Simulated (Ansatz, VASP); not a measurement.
TiO2: VASP beside Ansatz

The input INCAR:

```
PREC     = Accurate       # precision mode
ENCUT    = 520            # plane-wave cutoff, eV
EDIFF    = 1E-7           # SCF threshold, eV
ISMEAR   = 0              # smearing method
SIGMA    = 0.1            # smearing width, eV
LREAL    = F              # projectors in reciprocal space
LASPH    = T              # aspherical terms in the spheres
NELM     = 60             # most SCF steps
ALGO     = Normal         # electronic algorithm
ISIF     = 2              # what is computed and relaxed
LWAVE    = F              # write WAVECAR
LCHARG   = T              # write CHGCAR
GGA      = PE             # functional
LELF     = T              # ELF
LVHAR    = T            
NBANDS   = 33             # bands
```

KPOINTS

```
Automatic mesh
0
Gamma
  6 6 6
```

Contents of POSCAR:

```
TiO2
1.0
   -1.8912698400      1.8912698400      4.8075107874
    1.8912698400     -1.8912698400      4.8075107874
    1.8912698400      1.8912698400     -4.8075107874
Ti O
2 4
Direct
    0.0000000000      0.0000000000      0.0000000000
    0.7500000000      0.2500000000      0.5000000000
    0.9571521200      0.4571521200      0.5000000000
    0.2071521200      0.2071521200      0.0000000000
    0.5428478800      0.0428478800      0.5000000000
    0.7928478800      0.7928478800      0.0000000000
```

Input for Ansatz:

```yaml
crystal:
  lattice:
    - [-1.89126984, 1.89126984, 4.8075107874]
    - [1.89126984, -1.89126984, 4.8075107874]
    - [1.89126984, 1.89126984, -4.8075107874]
  atoms:
    - { symbol: Ti, position: [0.0, 0.0, 0.0] }
    - { symbol: Ti, position: [0.75, 0.25, 0.5] }
    - { symbol: O, position: [0.95715212, 0.45715212, 0.5] }
    - { symbol: O, position: [0.20715212, 0.20715212, 0.0] }
    - { symbol: O, position: [0.54284788, 0.04284788, 0.5] }
    - { symbol: O, position: [0.79284788, 0.79284788, 0.0] }
basis:
  ecutwfc: 420
kpoints:
  mp_grid: { grid: [6, 6, 6] }
hamiltonian:
  xc: pbe
scf:
  occupations: { method: gaussian, width: 0.1 }
output:
  forces: true
  stress: true
  eigenvalues: true
```

Alike in both runs: task single point; functional PBE; k mesh 6 × 6 × 6; occupations gaussian, width 0.1 eV; no spin polarisation.

|  | VASP | Ansatz |
| --- | --- | --- |
| version | VASP 6.6.1 | Ansatz 0.2.0 |
| potentials or method | VASP PAW PBE potentials, release 64 (Ti_sv, O), cutoff 520 eV | scalar-relativistic, plane waves, PAW |
| valence electrons in the cell | 48 | 48 |

|  | VASP | Ansatz | Ansatz less VASP |
| --- | --- | --- | --- |
| gap on the k mesh at the Fermi level (eV) | 2.17 | 2.19 | +0.023 |
| least direct gap on the mesh (eV) | 2.45 | 2.47 | +0.021 |
| pressure (GPa) | 4.1 | 3.4 | -0.70 |
| traceless stress, the component that is largest in VASP (GPa) | 0.11 | 0.07 | -0.038 |
| rms of the force components (eV/Å) | 0.032 | 0.022 | -0.0092 |

Atom by atom the forces differ by 0.009 eV/Å (rms over components).
